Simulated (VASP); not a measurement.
# Cu (P6_3/mmc) in VASP: a series of runs, part 2 of 2

VASP 6.6.1. Earlier steps stand in the parts before.

### Step 3. Single point, LDA

This run uses another cell than the first one, of 11.69 Å³/atom.

Contents of INCAR:

```
ALGO = Normal
EDIFF = 1E-6
ENCUT = 520
GGA = CA
ISIF = 2
ISMEAR = -1
LASPH = True
LCHARG = False
LREAL = False
LWAVE = False
NBANDS = 30
NELM = 80
PREC = Accurate
SIGMA = 0.05
```

Contents of KPOINTS:

```
k-points
0
Gamma
  12 12 4
```

Contents of POSCAR:

```
Cu
1.0
    2.5475245418      0.0000000000      0.0000000000
   -1.2737622710      2.2062209700      0.0000000000
    0.0000000000      0.0000000000      8.3165306817
Cu
4
Direct
    0.6666666667      0.3333333333      0.7500000000
    0.0000000000      0.0000000000      0.5000000000
    0.3333333333      0.6666666667      0.2500000000
    0.0000000000      0.0000000000      0.0000000000
```

Potentials or basis: VASP PAW LDA potentials, release 64 (Cu).

Started as:

```console
$ cat potpaw_LDA.64/Cu/POTCAR > POTCAR
$ mpirun -np 1 vasp_std > vasp.out
```

OUTCAR:

```text
EDIFF = 1E-6
   ENCUT = 520
   GGA = CA
   ISIF = 2
   ISMEAR = -1
   LASPH = True
   LREAL = False
   NELM = 80
   PREC = Accurate

 ion  position               nearest neighbor table
   1  0.667  0.333  0.750-   2 2.55   4 2.55   2 2.55   4 2.55   2 2.55   4 2.55
   2  0.000  0.000  0.500-   1 2.55   3 2.55   1 2.55   3 2.55   1 2.55   3 2.55
   3  0.333  0.667  0.250-   2 2.55   4 2.55   2 2.55   4 2.55   2 2.55   4 2.55
   4  0.000  0.000  0.000-   1 2.55   3 2.55   1 2.55   3 2.55   1 2.55   3 2.55

  LATTYP: Found a hexagonal cell.
 ALAT       =     2.5475245418
 C/A-ratio  =     3.2645537051

  Lattice vectors:

 A1 = (   2.5475245418,   0.0000000000,   0.0000000000)
 A2 = (  -1.2737622710,   2.2062209700,   0.0000000000)
 A3 = (   0.0000000000,   0.0000000000,   8.3165306817)

Analysis of symmetry for initial positions (statically):
=====================================================================
 Subroutine PRICEL returns:
 Original cell was already a primitive cell.

 Routine SETGRP: Setting up the symmetry group for a
 hexagonal supercell.

 Subroutine GETGRP returns: Found 24 space group operations
 (whereof 12 operations were pure point group operations)
 out of a pool of 24 trial point group operations.

The static configuration has the point symmetry D_3d.
 The point group associated with its full space group is D_6h.

Analysis of symmetry for dynamics (positions and initial velocities):
=====================================================================
 Subroutine PRICEL returns:
 Original cell was already a primitive cell.

 Routine SETGRP: Setting up the symmetry group for a
 hexagonal supercell.

 Subroutine GETGRP returns: Found 24 space group operations
 (whereof 12 operations were pure point group operations)
 out of a pool of 24 trial point group operations.

The dynamic configuration has the point symmetry D_3d.
 The point group associated with its full space group is D_6h.

 Subroutine INISYM returns: Found 24 space group operations
 (whereof 12 operations are pure point group operations),
 and found     1 'primitive' translations

----------------------------------------------------------------------------------------

                                     Primitive cell

  volume of cell :      46.7422

  direct lattice vectors                    reciprocal lattice vectors
     2.547524542  0.000000000  0.000000000     0.392537926  0.226631877  0.000000000
    -1.273762271  2.206220970  0.000000000     0.000000000  0.453263754  0.000000000
     0.000000000  0.000000000  8.316530682     0.000000000  0.000000000  0.120242447

  length of vectors
     2.547524542  2.547524542  8.316530682     0.453263754  0.453263754  0.120242447

  position of ions in fractional coordinates (direct lattice)
     0.666666667  0.333333333  0.750000000
     0.000000000  0.000000000  0.500000000
     0.333333333  0.666666667  0.250000000
     0.000000000  0.000000000  0.000000000

  ion indices of the primitive-cell ions
   primitive index   ion index
                 1           1
                 2           2
                 3           3
                 4           4

----------------------------------------------------------------------------------------

 KPOINTS: k-points
[... 22 lines left out ...]

 Following reciprocal coordinates:
            Coordinates               Weight
  0.000000  0.000000  0.000000      1.000000
  0.083333  0.000000  0.000000      6.000000
  0.166667 -0.000000  0.000000      6.000000
  0.250000 -0.000000  0.000000      6.000000
  0.333333 -0.000000  0.000000      6.000000
  0.416667  0.000000  0.000000      6.000000
[... 16 lines left out ...]
  0.250000 -0.000000  0.250000     12.000000
  0.333333 -0.000000  0.250000     12.000000
 [... further k-points ...]
   k-points           NKPTS =     57   k-points in BZ     NKDIM =     57   number of bands    NBANDS=     30
   number of dos      NEDOS =    301   number of ions     NIONS =      4
   total plane-waves  NPLWV =  25600
   dimension x,y,z NGX =    20 NGY =   20 NGZ =   64
   dimension x,y,z NGXF=    40 NGYF=   40 NGZF=  128
   ions per type =               4
   NGX,Y,Z   is equivalent  to a cutoff of  13.05, 13.05, 12.79 a.u.
   NGXF,Y,Z  is equivalent  to a cutoff of  26.10, 26.10, 25.59 a.u.
 SYSTEM =  unknown system
   PREC   = accura    normal or accurate (medium, high low for compatibility)
   ISTART =      0    job   : 0-new  1-cont  2-samecut
   ICHARG =      2    charge: 1-file 2-atom 10-const
   ISPIN  =      1    spin polarized calculation?
   LNONCOLLINEAR =      F non collinear calculations
   LSORBIT =      F    spin-orbit coupling
   LASPH  =      T    aspherical Exc in radial PAW
   ENCUT  =  520.0 eV  38.22 Ry    6.18 a.u.   4.74  4.74 15.46*2*pi/ulx,y,z
   NELM   =     80;   NELMIN=  2; NELMDL= -5     # of ELM steps
   EDIFF  = 0.1E-05   stopping-criterion for ELM
   LREAL  =      F    real-space projection
   EDIFFG = 0.1E-04   stopping-criterion for IOM
   NSW    =      0    number of steps for IOM
   IBRION =     -1    ionic relax: 0-MD 1-quasi-New 2-CG
   NFREE  =      0    steps in history (QN), initial steepest desc. (CG)
   ISIF   =      2    stress and relaxation
   ISYM   =      2    0-nonsym 1-usesym 2-fastsym
   POTIM  = 0.5000    time-step for ionic-motion
   TEBEG  =    0.0;   TEEND  =   0.0 temperature during run
   PSTRESS=    0.0 pullay stress
   NELECT =      44.0000    total number of electrons
   NUPDOWN=      -1.0000    fix difference up-down
   EMIN   =  10.00;   EMAX   =-10.00  energy-range for DOS
   EFERMI =   0.00;   METHOD = LEGACY
   ISMEAR =    -1;   SIGMA  =   0.05  broadening in eV -4-tet -1-fermi 0-gaus
   EFERMI_NEDOS =   21; number of points for ismear=-14 and -15
   IALGO  =     38    algorithm
   IMIX   =      4    mixing-type and parameters
     AMIX     =   0.40;   BMIX     =  1.00
     AMIX_MAG =   1.60;   BMIX_MAG =  1.00
  volume/ion in A,a.u.               =      11.69        78.86
  Fermi-wavevector in a.u.,A,eV,Ry     =   1.604436  3.031945 35.024341  2.574216
  Thomas-Fermi vector in A             =   2.700941
   LORBIT       =      0    0 simple, 1 ext, 2 COOP (PROOUT), +10 PAW based schemes
   GGA     = CA    functional components
   LHFCALC =     F    Hartree Fock is set to
   AEXX    =    0.0000 exact exchange contribution
   IVDW    =     0    specifies the selected vdW correction
   LEPSILON=     F    determine dielectric tensor
   LRPA    =     F    only Hartree local field effects (RPA)
 non-spin polarized calculation
  energy-cutoff  :      520.00
  volume of cell :       46.74
 maximum number of plane-waves:      1279
 NGX is ok and might be reduce to    20
   NGX =  9   NGY =  9   NGZ = 31

 number of electron      44.0000006 magnetization

 Free energy of the ion-electron system (eV)
  ---------------------------------------------------
  ext. energy  EPLUGINS =         0.00000000
  ---------------------------------------------------
  free energy    TOTEN  =       -18.70713738 eV

  energy without entropy =      -18.69428584  energy(sigma->0) =      -18.70071161

 E-fermi :   7.3741     XC(G=0): -13.1643

 val. band max:        7.3510040171   @ k =   0.4167   0.0833   0.5000
 cond. band min:       7.5133932419   @ k =   0.5000  -0.0000   0.5000
 fundamental gap:      0.1623892249
 Fermi energy:         7.3740997056

 k-point     1 :       0.0000    0.0000    0.0000
  band No.  band energies     occupation
      1      -1.9577      2.00000
      2       0.1695      2.00000
      3       0.1838      2.00000
      4       2.2930      2.00000
      5       4.1209      2.00000
      6       4.1234      2.00000
[... 781 lines left out ...]
     29      20.0260      0.00000
     30      20.8061      0.00000

 [... further k-points ...]

------------------------ aborting loop because EDIFF is reached ----------------------------------------

  FORCE on cell =-STRESS in cart. coord.  units (eV):
  Direction    XX          YY          ZZ          XY          YZ          ZX
  --------------------------------------------------------------------------------------
  -------------------------------------------------------------------------------------
  Total       -2.8492816     -2.8492816     -3.0168644      0.0000000      0.0000000      0.0000000
  in kB      -97.6644219    -97.6644219   -103.4086312      0.0000000      0.0000000      0.0000000
  external PRESSURE =     -99.5791583 kB  Pullay stress =       0.0000000 kB

 VOLUME and BASIS-vectors are now :
 -----------------------------------------------------------------------------
  energy-cutoff  :      520.00
  volume of cell :       46.74
      direct lattice vectors                 reciprocal lattice vectors
     2.547524542  0.000000000  0.000000000     0.392537926  0.226631877  0.000000000
    -1.273762271  2.206220970  0.000000000     0.000000000  0.453263754  0.000000000
     0.000000000  0.000000000  8.316530682     0.000000000  0.000000000  0.120242447

 POSITION                                       TOTAL-FORCE (eV/Angst)
 -----------------------------------------------------------------------------------
      1.27376      0.73541      6.23740        -0.000000      0.000000      0.000000
      0.00000      0.00000      4.15827         0.000000      0.000000     -0.000000
     -0.00000      1.47081      2.07913         0.000000     -0.000000     -0.000000
      0.00000      0.00000      0.00000         0.000000      0.000000     -0.000000
 -----------------------------------------------------------------------------------
    total drift:                                0.000000     -0.000000      0.000000

  FREE ENERGIE OF THE ION-ELECTRON SYSTEM (eV)
  ---------------------------------------------------
  free  energy   TOTEN  =       -18.7071373828 eV

  energy  without entropy=      -18.6942858352  energy(sigma->0) =      -18.70071161
```

It took 84 s on 1 thread of Intel Xeon 8259CL, shared host; peak memory 0.18 GiB.

What came out:

* Free energy: -18.7071 eV
* Pressure: -10.0 GPa
* Band gap on the k mesh: zero (bands 22 and 23 overlap by 5.23 eV)

Levels at points of the mesh, in eV from the Fermi level:
```csv
k point,band 20,band 21,band 22,band 23,band 24,band 25
"(0.00, 0.00, 0.00)",-1.91,-1.91,-1.62,-1.62,-0.91,3.88
"(0.50, 0.00, 0.00)",-1.46,-0.51,0.51,1.05,1.62,4.69
"(0.00, 0.00, 0.50)",-2.20,-1.74,-1.74,-1.74,-1.74,7.04
"(0.50, 0.00, 0.50)",-1.49,0.14,0.14,1.43,1.43,5.21
```

Caveat: the cell stands under tension.

### Step 4. Single point, LDA

This run uses another cell than the first one, of 11.91 Å³/atom.

Contents of INCAR:

```
PREC = Accurate ; ENCUT = 520
EDIFF = 1E-7 ; ISMEAR = -1
SIGMA = 0.05 ; LREAL = False
LASPH = True ; NELM = 100
ALGO = Normal ; ISIF = 2
LWAVE = False ; LCHARG = False
GGA = CA ; NBANDS = 30
```

Contents of KPOINTS:

```
regular mesh
0
Gamma
  12 12 4
```

Contents of POSCAR:

```
Cu
1.0
    2.5640673725      0.0000000000      0.0000000000
   -1.2820336863      2.2205474816      0.0000000000
    0.0000000000      0.0000000000      8.3705356409
Cu
4
Direct
    0.6666666667      0.3333333333      0.7500000000
    0.0000000000      0.0000000000      0.5000000000
    0.3333333333      0.6666666667      0.2500000000
    0.0000000000      0.0000000000      0.0000000000
```

Started as:

```console
$ cat potpaw_LDA.64/Cu/POTCAR > POTCAR
$ mpirun -np 1 vasp_std > vasp.out
```

Wall time 91 s (1 thread of Intel Xeon 8259CL, shared host); peak memory 0.18 GiB.

The run converged. Its results:

```yaml
Free_energy: -18.6424 eV
Pressure: -12.6 GPa
Band_gap_on_the_k_mesh: zero (bands 22 and 23 overlap by 5.17 eV)
```

Stress tensor (GPa, compression positive):
```
-12.43   0.00   0.00
  0.00 -12.43   0.00
  0.00   0.00 -13.05
```

Levels at points of the mesh, in eV from the Fermi level:
| k point | band 19 | band 20 | band 21 | band 22 | band 23 | band 24 | band 25 | band 26 |
| --- | --- | --- | --- | --- | --- | --- | --- | --- |
| (0.00, 0.00, 0.00) | -2.03 | -1.88 | -1.88 | -1.59 | -1.59 | -0.85 | 3.78 | 12.47 |
| (0.50, 0.00, 0.00) | -1.46 | -1.45 | -0.47 | 0.54 | 1.03 | 1.60 | 4.59 | 4.62 |
| (0.00, 0.00, 0.50) | -2.16 | -2.16 | -1.71 | -1.71 | -1.71 | -1.71 | 6.93 | 6.93 |
| (0.50, 0.00, 0.50) | -1.47 | -1.47 | 0.15 | 0.15 | 1.42 | 1.42 | 5.12 | 5.12 |

Caveat: the cell stands under tension.

### Step 5. Summary

| cell | gap on the mesh (eV) | pressure (GPa) |
| --- | --- | --- |
| a = 2.531, b = 2.531, c = 8.262 Å, angles 90.0, 90.0, 120.0°, 4 atoms | none | -7.4 |
| a = 2.548, b = 2.548, c = 8.317 Å, angles 90.0, 90.0, 120.0°, 4 atoms | none | -10.0 |
| a = 2.564, b = 2.564, c = 8.371 Å, angles 90.0, 90.0, 120.0°, 4 atoms | none | -12.6 |

Alike in all rows: task single point; level LDA; potentials or basis VASP PAW LDA potentials, release 64 (Cu); no spin polarisation; k mesh 12 × 12 × 4; cutoff (eV) 520; smearing fermi-dirac 0.05 eV.

Caveats: the cell stands under tension.

Absolute energies hang on the potentials; compare differences alone.
